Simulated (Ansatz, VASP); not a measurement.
## ZnO: VASP beside Ansatz

```
Zn O
1.0
     3.23001    0.00000    0.00000
    -1.61500    2.79727    0.00000
     0.00000    0.00000    5.21434
Zn O
2 2
Direct
  0.33333 0.66667 0.50004
  0.66667 0.33333 0.00004
  0.66667 0.33333 0.37897
  0.33333 0.66667 0.87897
```

Alike in both runs: task single point; functional PBEsol; k mesh 8 × 8 × 4; no spin polarisation.

|  | VASP | Ansatz |
| --- | --- | --- |
| version | VASP 6.6.1 | Ansatz 0.2.0 |
| potentials or method | VASP PAW PBE potentials, release 64 (Zn, O), cutoff 520 eV | all-electron LAPW, scalar-relativistic |
| occupations | gaussian, width 0.01 eV | fixed |

Ansatz gave:

- gap on the k mesh at the Fermi level (eV): 0.72
- pressure (GPa): -0.1

Q: Estimate VASP's values.

A: gap on the k mesh at the Fermi level (eV): 0.69; pressure (GPa): 0.7.

VASP's potentials were made for PBE, not for PBEsol. Ansatz ran all-electron here, and VASP with PAW potentials.
